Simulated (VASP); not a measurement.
# VH2 (Fm-3m) in VASP: a series of runs

VH2 is run at these levels: PBEsol; tasks: single point, relaxation of cell and atoms.

All numbers are computed with VASP 6.6.1; they aren't measurements. Logs are shortened: lines on timing, memory, paths and dates and some standing lists are left out, and cuts for length are marked.

## Step 1: The cell of the first run

Symmetry: Fm-3m, No. 225, cubic system. The conventional cell has a = 4.163 Å, b = 4.163 Å, c = 4.163 Å, α = 90.00°, β = 90.00°, γ = 90.00°. Within 2.4 Å of V (site symmetry m-3m) lie 8 H at 1.80 Å. H (site symmetry -43m) has 4 V at 1.80 Å and 6 H at 2.08 Å within 2.4 Å.

## Step 2: Single point, PBEsol, collinear spin, ferromagnetic start

Input file INCAR:

```
PREC = Accurate
ENCUT = 500
EDIFF = 1E-6
ISMEAR = 1
SIGMA = 0.02
LREAL = False
LASPH = True
NELM = 200
ALGO = Normal
ISIF = 2
LWAVE = False
LCHARG = False
ISPIN = 2
MAGMOM = 1.5 0 0
LORBIT = 11
LMAXMIX = 4
GGA = PS
NBANDS = 18
GGA_COMPAT = False
```

Input file KPOINTS:

```
regular mesh
0
Gamma
  10 10 10
```

Input file POSCAR:

```
VH2
1.0
    0.0000000000      2.0816643033      2.0816643033
    2.0816643033      0.0000000000      2.0816643033
    2.0816643033      2.0816643033      0.0000000000
V H
1 2
Direct
    0.0000000000      0.0000000000      0.0000000000
    0.2500000000      0.2500000000      0.2500000000
    0.7500000000      0.7500000000      0.7500000000
```

Potentials or basis: VASP PAW PBE potentials, release 64 (V_sv, H).

Started as:

```sh
cat potpaw_PBE.64/V_sv/POTCAR potpaw_PBE.64/H/POTCAR > POTCAR
mpirun -np 1 vasp_std > vasp.out
```

OUTCAR:

```text
PREC = Accurate
   ENCUT = 500
   EDIFF = 1E-6
   ISMEAR = 1
   LREAL = False
   LASPH = True
   NELM = 200
   ISIF = 2
   ISPIN = 2
   LORBIT = 11
   GGA = PS

 ion  position               nearest neighbor table
   1  0.000  0.000  0.000-   3 1.80   3 1.80   3 1.80   2 1.80   3 1.80   2 1.80   2 1.80   2 1.80

   2  0.250  0.250  0.250-   1 1.80   1 1.80   1 1.80   1 1.80
   3  0.750  0.750  0.750-   1 1.80   1 1.80   1 1.80   1 1.80

  LATTYP: Found a face centered cubic cell.
 ALAT       =     4.1633286066

  Lattice vectors:

 A1 = (   0.0000000000,   2.0816643033,   2.0816643033)
 A2 = (   2.0816643033,   0.0000000000,   2.0816643033)
 A3 = (   2.0816643033,   2.0816643033,   0.0000000000)

Analysis of symmetry for initial positions (statically):
=====================================================================
 Subroutine PRICEL returns:
 Original cell was already a primitive cell.

 Routine SETGRP: Setting up the symmetry group for a
 face centered cubic supercell.

 Subroutine GETGRP returns: Found 48 space group operations
 (whereof 48 operations were pure point group operations)
 out of a pool of 48 trial point group operations.

The static configuration has the point symmetry O_h .

Analysis of symmetry for dynamics (positions and initial velocities):
=====================================================================
 Subroutine PRICEL returns:
 Original cell was already a primitive cell.

 Routine SETGRP: Setting up the symmetry group for a
 face centered cubic supercell.

 Subroutine GETGRP returns: Found 48 space group operations
 (whereof 48 operations were pure point group operations)
 out of a pool of 48 trial point group operations.

The dynamic configuration has the point symmetry O_h .

Analysis of structural, dynamic, and magnetic symmetry:
=====================================================================
 Subroutine PRICEL returns:
 Original cell was already a primitive cell.

 Routine SETGRP: Setting up the symmetry group for a
 face centered cubic supercell.

 Subroutine GETGRP returns: Found 48 space group operations
 (whereof 48 operations were pure point group operations)
 out of a pool of 48 trial point group operations.

The overall configuration has the point symmetry O_h .

 Subroutine INISYM returns: Found 48 space group operations
 (whereof 48 operations are pure point group operations),
 and found     1 'primitive' translations

----------------------------------------------------------------------------------------

                                     Primitive cell

  volume of cell :      18.0411

  direct lattice vectors                    reciprocal lattice vectors
     0.000000000  2.081664303  2.081664303    -0.240192426  0.240192426  0.240192426
     2.081664303  0.000000000  2.081664303     0.240192426 -0.240192426  0.240192426
     2.081664303  2.081664303  0.000000000     0.240192426  0.240192426 -0.240192426

  length of vectors
     2.943917890  2.943917890  2.943917890     0.416025486  0.416025486  0.416025486

  position of ions in fractional coordinates (direct lattice)
     0.000000000  0.000000000  0.000000000
     0.250000000  0.250000000  0.250000000
     0.750000000  0.750000000  0.750000000

  ion indices of the primitive-cell ions
   primitive index   ion index
                 1           1
                 2           2
                 3           3

----------------------------------------------------------------------------------------

 KPOINTS: regular mesh

Automatic generation of k-mesh.
 Grid dimensions read from file:
 generate k-points for:   10   10   10

 Generating k-lattice:

  Cartesian coordinates                     Fractional coordinates (reciprocal lattice)
    -0.024019243  0.024019243  0.024019243     0.100000000  0.000000000  0.000000000
     0.024019243 -0.024019243  0.024019243     0.000000000  0.100000000  0.000000000
     0.024019243  0.024019243 -0.024019243     0.000000000  0.000000000  0.100000000

  Length of vectors
     0.041602549  0.041602549  0.041602549

  Shift w.r.t. Gamma in fractional coordinates (k-lattice)
     0.000000000  0.000000000  0.000000000

 Subroutine IBZKPT returns following result:
 ===========================================

 Found     47 irreducible k-points:

 Following reciprocal coordinates:
            Coordinates               Weight
  0.000000  0.000000  0.000000      1.000000
  0.100000  0.000000  0.000000      8.000000
  0.200000  0.000000  0.000000      8.000000
  0.300000  0.000000  0.000000      8.000000
  0.400000  0.000000  0.000000      8.000000
  0.500000  0.000000  0.000000      4.000000
[... 16 lines left out ...]
  0.300000  0.300000  0.000000      6.000000
  0.400000  0.300000  0.000000     24.000000
 [... further k-points ...]
   k-points           NKPTS =     47   k-points in BZ     NKDIM =     47   number of bands    NBANDS=     18
   number of dos      NEDOS =    301   number of ions     NIONS =      3
   total plane-waves  NPLWV =  13824
   dimension x,y,z NGX =    24 NGY =   24 NGZ =   24
   dimension x,y,z NGXF=    48 NGYF=   48 NGZF=   48
   ions per type =               1   2
   NGX,Y,Z   is equivalent  to a cutoff of  13.55, 13.55, 13.55 a.u.
   NGXF,Y,Z  is equivalent  to a cutoff of  27.11, 27.11, 27.11 a.u.
 SYSTEM =  unknown system
   PREC   = accura    normal or accurate (medium, high low for compatibility)
   ISTART =      0    job   : 0-new  1-cont  2-samecut
   ICHARG =      2    charge: 1-file 2-atom 10-const
   ISPIN  =      2    spin polarized calculation?
   LNONCOLLINEAR =      F non collinear calculations
   LSORBIT =      F    spin-orbit coupling
   LASPH  =      T    aspherical Exc in radial PAW
   ENCUT  =  500.0 eV  36.75 Ry    6.06 a.u.   5.37  5.37  5.37*2*pi/ulx,y,z
   NELM   =    200;   NELMIN=  2; NELMDL= -5     # of ELM steps
   EDIFF  = 0.1E-05   stopping-criterion for ELM
   LREAL  =      F    real-space projection
   EDIFFG = 0.1E-04   stopping-criterion for IOM
   NSW    =      0    number of steps for IOM
   IBRION =     -1    ionic relax: 0-MD 1-quasi-New 2-CG
   NFREE  =      0    steps in history (QN), initial steepest desc. (CG)
   ISIF   =      2    stress and relaxation
   ISYM   =      2    0-nonsym 1-usesym 2-fastsym
   POTIM  = 0.5000    time-step for ionic-motion
   TEBEG  =    0.0;   TEEND  =   0.0 temperature during run
   PSTRESS=    0.0 pullay stress
   NELECT =      15.0000    total number of electrons
   NUPDOWN=      -1.0000    fix difference up-down
   EMIN   =  10.00;   EMAX   =-10.00  energy-range for DOS
   EFERMI =   0.00;   METHOD = LEGACY
   ISMEAR =     1;   SIGMA  =   0.02  broadening in eV -4-tet -1-fermi 0-gaus
   EFERMI_NEDOS =   21; number of points for ismear=-14 and -15
   IALGO  =     38    algorithm
   IMIX   =      4    mixing-type and parameters
     AMIX     =   0.40;   BMIX     =  1.00
     AMIX_MAG =   1.60;   BMIX_MAG =  1.00
  volume/ion in A,a.u.               =       6.01        40.58
  Fermi-wavevector in a.u.,A,eV,Ry     =   1.539399  2.909042 32.242400  2.369750
  Thomas-Fermi vector in A             =   2.645632
   LORBIT       =     11    0 simple, 1 ext, 2 COOP (PROOUT), +10 PAW based schemes
   GGA     = PS    functional components
   LHFCALC =     F    Hartree Fock is set to
   AEXX    =    0.0000 exact exchange contribution
   IVDW    =     0    specifies the selected vdW correction
   LEPSILON=     F    determine dielectric tensor
   LRPA    =     F    only Hartree local field effects (RPA)
 spin polarized calculation
 Methfessel and Paxton  Order N= 1 SIGMA  =   0.02
  energy-cutoff  :      500.00
  volume of cell :       18.04
 maximum number of plane-waves:       469
 NGX is ok and might be reduce to    24
   NGX = 11   NGY = 11   NGZ = 11

 number of electron      14.9999997 magnetization      -0.0002908

 number of electron      14.9999997 magnetization       0.0000456

 Free energy of the ion-electron system (eV)
  ---------------------------------------------------
  ext. energy  EPLUGINS =         0.00000000
  ---------------------------------------------------
  free energy    TOTEN  =       -17.08834410 eV

  energy without entropy =      -17.08837154  energy(sigma->0) =      -17.08835325

 E-fermi :   8.7309     XC(G=0): -12.6736

 val. band max:        8.6952654156   @ k =   0.4000   0.2000   0.0000
 cond. band min:       8.7442351852   @ k =  -0.2000   0.2000   0.0000
 fundamental gap:      0.0489697695
 Fermi energy:         8.7309004475

 spin component 1

 k-point     1 :       0.0000    0.0000    0.0000
  band No.  band energies     occupation
      1     -55.4820      1.00000
      2     -29.2502      1.00000
      3     -29.2502      1.00000
      4     -29.2502      1.00000
      5      -2.9810      1.00000
      6       7.7455      1.00000
[... 10 lines left out ...]
     17      29.1330      0.00000
     18      29.1330      0.00000
[... 466 lines left out ...]
      2     -29.5930      1.00000
      3     -29.3776      1.00000
      4     -29.3629      1.00000
      5       1.0527      1.00000
      6       2.7531      1.00000
[... 10 lines left out ...]
     17      34.0202      0.00000
     18      34.9633      0.00000

 [... further k-points ...]

 spin component 2

 k-point     1 :       0.0000    0.0000    0.0000
  band No.  band energies     occupation
      1     -55.4820      1.00000
      2     -29.2502      1.00000
      3     -29.2502      1.00000
      4     -29.2502      1.00000
      5      -2.9810      1.00000
      6       7.7456      1.00000
[... 10 lines left out ...]
     17      29.1331      0.00000
     18      29.1331      0.00000
[... 466 lines left out ...]
      2     -29.5930      1.00000
      3     -29.3775      1.00000
      4     -29.3629      1.00000
      5       1.0527      1.00000
      6       2.7531      1.00000
[... 10 lines left out ...]
     17      34.0202      0.00000
     18      34.9634      0.00000

 [... further k-points ...]

------------------------ aborting loop because EDIFF is reached ----------------------------------------

  FORCE on cell =-STRESS in cart. coord.  units (eV):
  Direction    XX          YY          ZZ          XY          YZ          ZX
  --------------------------------------------------------------------------------------
  -------------------------------------------------------------------------------------
  Total       -0.0072417     -0.0072417     -0.0072417      0.0000000      0.0000000     -0.0000000
  in kB       -0.6431164     -0.6431164     -0.6431164      0.0000000      0.0000000     -0.0000000
  external PRESSURE =      -0.6431164 kB  Pullay stress =       0.0000000 kB

 VOLUME and BASIS-vectors are now :
 -----------------------------------------------------------------------------
  energy-cutoff  :      500.00
  volume of cell :       18.04
      direct lattice vectors                 reciprocal lattice vectors
     0.000000000  2.081664303  2.081664303    -0.240192426  0.240192426  0.240192426
     2.081664303  0.000000000  2.081664303     0.240192426 -0.240192426  0.240192426
     2.081664303  2.081664303  0.000000000     0.240192426  0.240192426 -0.240192426

 POSITION                                       TOTAL-FORCE (eV/Angst)
 -----------------------------------------------------------------------------------
      0.00000      0.00000      0.00000        -0.000000      0.000000     -0.000000
      1.04083      1.04083      1.04083         0.000000     -0.000000      0.000000
      3.12250      3.12250      3.12250        -0.000000     -0.000000     -0.000000
 -----------------------------------------------------------------------------------
    total drift:                               -0.000000      0.000000      0.000000

  FREE ENERGIE OF THE ION-ELECTRON SYSTEM (eV)
  ---------------------------------------------------
  free  energy   TOTEN  =       -17.0883440976 eV

  energy  without entropy=      -17.0883715407  energy(sigma->0) =      -17.08835325

 total charge

# of ion       s       p       d       tot
------------------------------------------
    1        2.227   6.249   3.236  11.712
    2        0.580   0.030   0.000   0.611
    3        0.580   0.030   0.000   0.611
--------------------------------------------------
tot          3.388   6.309   3.236  12.933

 magnetization (x)

# of ion       s       p       d       tot
------------------------------------------
    1        0.000   0.000   0.000   0.000
    2       -0.000   0.000   0.000  -0.000
    3       -0.000   0.000   0.000  -0.000
--------------------------------------------------
tot         -0.000   0.000   0.000   0.000
```

Run time: 18 s. Hardware: 1 thread of Intel Xeon Platinum 8488C (Sapphire Rapids), shared host; peak memory 0.15 GiB.

Results:

```
Free energy                                           : -17.0883 eV
Pressure                                              : -0.1 GPa
Net moment                                            : 0.00 μB per cell
Valence electrons inside the program's atomic spheres : V 11.71; H 0.61
```

Caveat: the PAW data sets were made with another functional, which shifts forces and pressure a little.

## Step 3: Relaxation of cell and atoms, PBEsol, collinear spin, ferromagnetic start

This run uses another cell than the first one, of 6.49 Å³/atom.

Input file INCAR:

```
PREC     = Accurate       # precision mode
ENCUT    = 500            # plane-wave cutoff, eV
EDIFF    = 1E-7           # SCF threshold, eV
ISMEAR   = 1              # smearing method
SIGMA    = 0.02           # smearing width, eV
LREAL    = F              # projectors in reciprocal space
LASPH    = T              # aspherical terms in the spheres
NELM     = 200            # most SCF steps
ALGO     = Normal         # electronic algorithm
ISIF     = 3              # what is computed and relaxed
LWAVE    = F              # write WAVECAR
LCHARG   = F              # write CHGCAR
ISPIN    = 2              # spin polarisation
MAGMOM   = 1.5 0 0        # initial moments
LORBIT   = 11             # projections on sites
LMAXMIX  = 4              # l up to which the mixer works
GGA      = PS             # functional
IBRION   = 2              # ionic algorithm
NSW      = 80             # ionic steps
EDIFFG   = -0.03          # ionic threshold
GGA_COMPAT= F            
NELMIN   = 4
```

KPOINTS is that of step 2.

Input file POSCAR:

```
VH2
1.0
    0.0000000000      2.1355000000      2.1355000000
    2.1355000000      0.0000000000      2.1355000000
    2.1355000000      2.1355000000      0.0000000000
V H
1 2
Direct
    0.0000000000      0.0000000000      0.0000000000
    0.2500000000      0.2500000000      0.2500000000
    0.7500000000      0.7500000000      0.7500000000
```

Potentials or basis: VASP PAW PBE potentials, release 64 (V_sv, H).

Started as:

```sh
cat potpaw_PBE.64/V_sv/POTCAR potpaw_PBE.64/H/POTCAR > POTCAR
mpirun -np 1 vasp_std > vasp.out
```

Run time: 24 s. Hardware: 1 thread of Intel Xeon Platinum 8488C (Sapphire Rapids), shared host; peak memory 0.16 GiB.

Results (log left out):

```
Free energy                                           : -17.0912 eV
Relaxed volume                                        : 6.03 Å³/atom
Relaxed cell                                          : a = 2.946 Å, b = 2.946 Å, c = 2.946 Å, α = 60.00°, β = 60.00°, γ = 60.00°
Space group after relaxing (to 0.1 Å)                 : Fm-3m (No. 225)
Energy gained by relaxing                             : 19.8 meV/atom
Ionic steps                                           : 2
Pressure after relaxing                               : -0.2 GPa
Net moment                                            : 0.00 μB per cell
Valence electrons inside the program's atomic spheres : V 11.71; H 0.61
```

Step by step:
| step | energy change (eV) | largest force (eV/Å) | pressure (GPa) | volume (Å³) |
| --- | --- | --- | --- | --- |
| 1 | 0.0000 | 0.0000 | -12.57 | 19.48 |
| 2 | -0.0594 | 0.0000 | -0.24 | 18.08 |

Final structure:
```
CELL_PARAMETERS angstrom
0.00000 2.08304 2.08304
2.08304 0.00000 2.08304
2.08304 2.08304 0.00000
ATOMIC_POSITIONS crystal
V 0.00000 0.00000 0.00000
H 0.25000 0.25000 0.25000
H 0.75000 0.75000 0.75000
```

Levels at points of the mesh, in eV from the Fermi level:
Spin up:
```tsv
k point	band 5	band 6	band 7	band 8	band 9	band 10	band 11	band 12
(0.00, 0.00, 0.00)	-11.70	-0.98	-0.98	-0.98	0.88	0.88	1.40	16.50
(0.50, 0.00, 0.00)	-8.07	-5.59	-0.85	-0.85	1.70	1.70	4.62	7.95
(0.50, 0.50, 0.00)	-6.61	-5.56	-3.80	1.81	1.82	1.82	7.40	8.35
```
Spin down:
```tsv
k point	band 4	band 5	band 6	band 7	band 8	band 9	band 10	band 11	band 12
(0.00, 0.00, 0.00)	-37.98	-11.70	-0.98	-0.98	-0.98	0.88	0.88	1.40	16.50
(0.50, 0.00, 0.00)	-38.04	-8.07	-5.59	-0.85	-0.85	1.70	1.70	4.62	7.95
(0.50, 0.50, 0.00)	-38.13	-6.61	-5.56	-3.80	1.81	1.82	1.82	7.40	8.35
```

Caveat: the PAW data sets were made with another functional, which shifts forces and pressure a little.
